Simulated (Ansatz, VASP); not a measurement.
## One calculation of Ge4F, two programs

The input INCAR:

```
SYSTEM = Ge4F
PREC     = Accurate       ! precision mode
ENCUT    = 520            ! plane-wave cutoff, eV
EDIFF    = 1E-6           ! SCF threshold, eV
ISMEAR   = 0              ! smearing method
SIGMA    = 0.1            ! smearing width, eV
LREAL    = .False.        ! projectors in reciprocal space
LASPH    = .True.         ! aspherical terms in the spheres
NELM     = 100            ! most SCF steps
ALGO     = Normal         ! electronic algorithm
ISIF     = 2              ! what is computed and relaxed
LWAVE    = .False.        ! write WAVECAR
LCHARG   = .True.         ! write CHGCAR
LDIPOL   = .True.       
IDIPOL   = 3            
DIPOL    = 0.5 0.5 0.336
GGA      = PE             ! functional
IVDW     = 12             ! dispersion correction
LELF     = .True.         ! ELF
LVHAR    = .True.       
LVACPOTAV= .True.       
NBANDS   = 40             ! bands
```

KPOINTS

```
Automatic mesh
0
Gamma
  7 7 1
  0 0 0
```

POSCAR

```
Ge4F
1.0
    4.0303587907      0.0000000000      0.0000000000
    0.0000000000      4.0303587907      0.0000000000
    0.0000000000      0.0000000000     21.6416627718
Ge F
4 1
Direct
    0.0000000000      0.5000000000      0.1848286817
    0.0000000000      0.0000000000      0.2506714513
    0.5000000000      0.0000000000      0.3196569899
    0.5000000000      0.5000000000      0.3854446333
    0.7500000000      0.5000000000      0.5379282957
```

Input for Ansatz:

```yaml
crystal:
  lattice:
    - [4.0303587907, 0.0, 0.0]
    - [0.0, 4.0303587907, 0.0]
    - [0.0, 0.0, 21.6416627718]
  atoms:
    - { symbol: Ge, position: [0.0, 0.5, 0.1848286817] }
    - { symbol: Ge, position: [0.0, 0.0, 0.2506714513] }
    - { symbol: Ge, position: [0.5, 0.0, 0.3196569899] }
    - { symbol: Ge, position: [0.5, 0.5, 0.3854446333] }
    - { symbol: F, position: [0.75, 0.5, 0.5379282957] }
basis:
  ecutwfc: 420
kpoints:
  mp_grid: { grid: [7, 7, 1] }
hamiltonian:
  xc: pbe
  pseudopotentials: { kind: paw, azcp: { folder: soft_1 } }
  dispersion: d3bj
scf:
  occupations: { method: gaussian, width: 0.1 }
output:
  forces: true
  eigenvalues: true
efield:
  axis: 3
  dipole_correction: true
  ramp_width: 0.04
```

Alike in both runs: task single point; functional PBE; dispersion D3(BJ); k mesh 7 × 7 × 1; occupations gaussian, width 0.1 eV; no spin polarisation.

|  | VASP | Ansatz |
| --- | --- | --- |
| version | VASP 6.6.1 | Ansatz 0.2.0 |
| potentials or method | VASP PAW PBE potentials, release 64 (Ge_d, F), cutoff 520 eV | scalar-relativistic, plane waves, PAW |
| valence electrons in the cell | 63 | 63 |

VASP gave:

* gap on the k mesh at the Fermi level (eV): none
* rms of the force components (eV/Å): 0.292
* work function, face that differs most (eV): 10.47

Question: Which values does Ansatz return?

Answer: gap on the k mesh at the Fermi level (eV): none; rms of the force components (eV/Å): 0.293; work function, face that differs most (eV): 10.47.

Atom by atom the forces differ by 0.002 eV/Å (rms over components). A gap of «none» marks a metal or a gap that the smearing closes.
